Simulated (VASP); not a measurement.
# TlSbO2 (R-3m) in VASP: notebook, part 2 of 2

VASP 6.6.1. The steps go on from the part before.

## 3. Relaxation of cell and atoms, PBEsol

This run uses another cell than the first one, of 17.88 Å³/atom.

The input, INCAR:

```
SYSTEM = TlSbO2
PREC     = Accurate       ! precision mode
ENCUT    = 600            ! plane-wave cutoff, eV
EDIFF    = 1E-6           ! SCF threshold, eV
ISMEAR   = -1             ! smearing method
SIGMA    = 0.02           ! smearing width, eV
LREAL    = .False.        ! projectors in reciprocal space
LASPH    = .True.         ! aspherical terms in the spheres
NELM     = 80             ! most SCF steps
ALGO     = Normal         ! electronic algorithm
ISIF     = 3              ! what is computed and relaxed
LWAVE    = .False.        ! write WAVECAR
LCHARG   = .False.        ! write CHGCAR
GGA      = PS             ! functional
IBRION   = 2              ! ionic algorithm
NSW      = 80             ! ionic steps
EDIFFG   = -0.005         ! ionic threshold
```

The input, KPOINTS:

```
regular mesh
0
Gamma
  8 8 8
  0 0 0
```

The input, POSCAR:

```
TlSbO2
1.0
    1.7724143108      1.0233038795      6.5739520690
   -1.7724143108      1.0233038795      6.5739520690
    0.0000000000     -2.0466077589      6.5739520690
Tl Sb O
1 1 2
Direct
    1.0000000000      0.0000000000      0.0000000000
    0.5000000000      0.5000000000      0.5000000000
    0.2271168170      0.2271168170      0.2271168170
    0.7728831830      0.7728831830      0.7728831830
```

Potentials or basis: VASP PAW PBE potentials, release 64 (Tl_d, Sb, O).

Run with:

```bash
cat potpaw_PBE.64/Tl_d/POTCAR potpaw_PBE.64/Sb/POTCAR potpaw_PBE.64/O/POTCAR > POTCAR
mpirun -np 1 vasp_std > vasp.out
```

OUTCAR:

```text
SYSTEM = TlSbO2
   PREC = Accurate
   ENCUT = 600
   EDIFF = 1E-6
   ISMEAR = -1
   LREAL = .False.
   LASPH = .True.
   NELM = 80
   ISIF = 3
   GGA = PS
   IBRION = 2
   NSW = 80
   EDIFFG = -0.005

 ion  position               nearest neighbor table
   1  0.000  0.000  0.000-   4 2.93   4 2.93   3 2.93   3 2.93   4 2.93   3 2.93   2 3.87   2 3.87
                             2 3.87   2 3.87   2 3.87   2 3.87
   2  0.500  0.500  0.500-   3 2.37   3 2.37   4 2.37   4 2.37   3 2.37   4 2.37   1 3.87   1 3.87
                             1 3.87   1 3.87   1 3.87   1 3.87
   3  0.227  0.227  0.227-   2 2.37   2 2.37   2 2.37   1 2.93   1 2.93   1 2.93
   4  0.773  0.773  0.773-   2 2.37   2 2.37   2 2.37   1 2.93   1 2.93   1 2.93

  LATTYP: Found a trigonal (rhomboedric) cell.
 ALAT       =     6.8851615177
 COS(alpha) =     0.8674644984

  Lattice vectors:

[... 375 lines left out ...]

 Free energy of the ion-electron system (eV)
  ---------------------------------------------------
  ext. energy  EPLUGINS =         0.00000000
  ---------------------------------------------------
  free energy    TOTEN  =       -20.89746663 eV

  energy without entropy =      -20.89679424  energy(sigma->0) =      -20.89713044

 E-fermi :   6.9251     XC(G=0): -10.8097

 val. band max:        6.8888319446   @ k =  -0.2500   0.2500   0.0000
 cond. band min:       6.9730517058   @ k =  -0.2500   0.2500   0.2500
 fundamental gap:      0.0842197612
 Fermi energy:         6.9251404950

 k-point     1 :       0.0000    0.0000    0.0000
  band No.  band energies     occupation
      1     -12.1609      2.00000
      2     -10.9779      2.00000
      3      -4.3817      2.00000
      4      -4.3139      2.00000
      5      -4.3139      2.00000
      6      -3.9816      2.00000
[... 505 lines left out ...]
      6      -4.1039      2.00000
[... 11 lines left out ...]
     18      10.9817      0.00000
     19      11.9670      0.00000

 [... further k-points ...]
[... 5 lines left out ...]
  --------------------------------------------------------------------------------------
  -------------------------------------------------------------------------------------
  Total       -0.0146977     -0.0146977      0.0188249      0.0000000      0.0000000      0.0000000
  in kB       -0.3492049     -0.3492049      0.4472656      0.0000000      0.0000000      0.0000000
  external PRESSURE =      -0.0837147 kB  Pullay stress =       0.0000000 kB
[... 19 lines left out ...]
  FREE ENERGIE OF THE ION-ELECTRON SYSTEM (eV)
  ---------------------------------------------------
  free  energy   TOTEN  =       -20.8974666255 eV

  energy  without entropy=      -20.8967942449  energy(sigma->0) =      -20.89713044

 reached required accuracy - stopping structural energy minimisation
```

It took 16 min on 1 thread of Intel Xeon 6975P-C (Granite Rapids), shared host; peak memory 0.57 GiB.

Results:

* Free energy: -20.8975 eV
* Relaxed volume: 16.86 Å³/atom
* Relaxed cell: a = 6.722 Å, b = 6.722 Å, c = 6.722 Å, α = 30.04°, β = 30.04°, γ = 30.04°
* Space group after relaxing (to 0.1 Å): R-3m (No. 166)
* Energy gained by relaxing: 15.4 meV/atom
* Ionic steps: 12
* Pressure after relaxing: 0.0 GPa
* Largest force after relaxing: 0.003 eV/Å
* Band gap on the k mesh: zero (bands 15 and 16 overlap by 0.25 eV)

Forces in eV/Å, atoms in the order of the input:
```
Tl   0.000  0.000  0.000
Sb   0.000  0.000  0.000
O    0.000  0.000  0.003
O    0.000  0.000 -0.003
```

The path:
```
step  energy change (eV)  largest force (eV/Å)  pressure (GPa)  volume (Å³)
   1              0.0000                0.1291           -4.74        71.54
   2             -0.0490                0.1670            2.32        66.20
   3             -0.0598                0.0655           -0.04        67.72
   4             -0.0598                0.0704            0.06        67.65
   5             -0.0602                0.0572            0.06        67.61
   6             -0.0609                0.0271            0.07        67.49
   7             -0.0605                0.0422            0.17        67.25
   8             -0.0611                0.0101            0.12        67.41
   9             -0.0612                0.0045           -0.22        67.63
  10             -0.0612                0.0008           -0.11        67.57
  11             -0.0614                0.0029           -0.06        67.51
  12             -0.0614                0.0030           -0.01        67.43
```

Final structure:
```
Tl Sb O
1.0
     1.74215    1.00583    6.41380
    -1.74215    1.00583    6.41380
     0.00000   -2.01167    6.41380
Tl Sb O
1 1 2
Direct
  0.00000 0.00000 0.00000
  0.50000 0.50000 0.50000
  0.22808 0.22808 0.22808
  0.77192 0.77192 0.77192
```

Levels at points of the mesh, in eV from the Fermi level:
```tsv
k point	band 12	band 13	band 14	band 15	band 16	band 17	band 18	band 19
(0.00, 0.00, 0.00)	-3.39	-3.10	-3.10	-0.36	-0.29	4.39	4.39	6.14
(0.50, 0.00, 0.00)	-3.82	-3.10	-2.41	-1.08	0.83	2.11	4.62	5.01
(0.50, 0.50, 0.00)	-4.25	-2.92	-2.71	-0.71	0.20	2.99	4.59	5.16
(0.50, 0.50, 0.50)	-3.17	-3.17	-2.66	-1.65	0.97	4.38	4.59	4.59
```

Caveat: the PAW data sets were made with another functional, which shifts forces and pressure a little; spin-orbit coupling is left out, which moves the levels of the heavy elements.

## 4. Relaxation of cell and atoms, LDA

This run uses another cell than the first one, of 17.88 Å³/atom.

The input, INCAR:

```
PREC = Accurate
ENCUT = 600
EDIFF = 1E-6
ISMEAR = -1
SIGMA = 0.02
LREAL = False
LASPH = True
NELM = 80
ALGO = Normal
ISIF = 3
LWAVE = False
LCHARG = False
IBRION = 2
NSW = 80
EDIFFG = -0.005
```

The input, KPOINTS:

```
Automatic mesh
0
Gamma
  8 8 8
```

POSCAR is that of step 3.

Potentials or basis: VASP PAW LDA potentials, release 64 (Tl_d, Sb, O).

Run with:

```bash
cat potpaw_LDA.64/Tl_d/POTCAR potpaw_LDA.64/Sb/POTCAR potpaw_LDA.64/O/POTCAR > POTCAR
mpirun -np 1 vasp_std > vasp.out
```

Run time: 16 min. Hardware: 1 thread of Intel Xeon 6975P-C (Granite Rapids), shared host; peak memory 0.43 GiB.

The run converged. Its results:

```yaml
Free_energy: -22.4148 eV
Relaxed_volume: 16.35 Å³/atom
Relaxed_cell: a = 6.635 Å, b = 6.635 Å, c = 6.635 Å, α = 30.18°, β = 30.18°, γ = 30.18°
Space_group_after_relaxing_to_0.1_Å: R-3m (No. 166)
Energy_gained_by_relaxing: 36.9 meV/atom
Ionic_steps: 13
Pressure_after_relaxing: 0.0 GPa
Band_gap_on_the_k_mesh: zero (bands 15 and 16 overlap by 0.26 eV)
```

Forces in eV/Å, atoms in the order of the input:
```
Tl   0.000  0.000  0.000
Sb   0.000  0.000  0.000
O    0.000  0.000  0.002
O    0.000  0.000 -0.002
```

The path:
| step | energy change (eV) | largest force (eV/Å) | pressure (GPa) | volume (Å³) |
| --- | --- | --- | --- | --- |
| 1 | 0.0000 | 0.1918 | -7.40 | 71.54 |
| 2 | -0.1072 | 0.3194 | 4.56 | 63.33 |
| 3 | -0.1426 | 0.1300 | -0.10 | 65.87 |
| 4 | -0.1426 | 0.1373 | 0.09 | 65.76 |
| 5 | -0.1441 | 0.1089 | 0.09 | 65.67 |
| 6 | -0.1467 | 0.0438 | 0.18 | 65.42 |
| 7 | -0.1438 | 0.1363 | 0.34 | 64.92 |
| 8 | -0.1472 | 0.0167 | 0.28 | 65.31 |
| 9 | -0.1472 | 0.0045 | 0.27 | 65.26 |
| 10 | -0.1470 | 0.0299 | -0.53 | 65.71 |
| 11 | -0.1475 | 0.0090 | -0.07 | 65.46 |
| 12 | -0.1476 | 0.0029 | -0.03 | 65.43 |
| 13 | -0.1476 | 0.0020 | 0.01 | 65.40 |

Final structure:
```
Tl Sb O
1.0
     1.72730    0.99726    6.32773
    -1.72730    0.99726    6.32773
     0.00000   -1.99452    6.32773
Tl Sb O
1 1 2
Direct
  0.00000 0.00000 0.00000
  0.50000 0.50000 0.50000
  0.22866 0.22866 0.22866
  0.77134 0.77134 0.77134
```

Levels at points of the mesh, in eV from the Fermi level:
```tsv
k point	band 13	band 14	band 15	band 16	band 17	band 18
(0.00, 0.00, 0.00)	-3.23	-3.23	-0.31	-0.29	4.38	4.38
(0.50, 0.00, 0.00)	-3.26	-2.37	-1.14	0.87	2.13	4.63
(0.50, 0.50, 0.00)	-3.05	-2.81	-0.73	0.26	3.03	4.61
(0.50, 0.50, 0.50)	-3.31	-2.72	-1.69	1.01	4.50	4.60
```

Caveat: spin-orbit coupling is left out, which moves the levels of the heavy elements.

## 5. The runs side by side

```tsv
level	potentials or basis	cell	k mesh	gap on the mesh (eV)	pressure (GPa)	relaxed volume (Å³/atom)
PBE	VASP PAW PBE potentials, release 64 (Tl_d, Sb, O)	relaxed from a = 5.073 Å, angles 33.6°, 4 atoms, atomic positions A	10 × 10 × 10	none	0.0	16.89
PBEsol	VASP PAW PBE potentials, release 64 (Tl_d, Sb, O)	relaxed from a = 6.885 Å, angles 29.8°, 4 atoms, atomic positions B	8 × 8 × 8	none	0.0	16.86
LDA	VASP PAW LDA potentials, release 64 (Tl_d, Sb, O)	relaxed from a = 6.885 Å, angles 29.8°, 4 atoms, atomic positions B	8 × 8 × 8	none	0.0	16.35
```

Alike in all rows: task relaxation of cell and atoms; no spin polarisation; cutoff (eV) 600; smearing fermi-dirac 0.02 eV.

Caveats: spin-orbit coupling is left out, which moves the levels of the heavy elements; the volume moved by over 15 % at a fixed basis, so the end points are rough (at least some runs); the PAW data sets were made with another functional, which shifts forces and pressure a little (at least some runs).

Total energies depend on the potentials used, so only differences within one code and one set of settings carry meaning.

The gap in the log of VASP goes by the Fermi energy; the results here count the filled bands.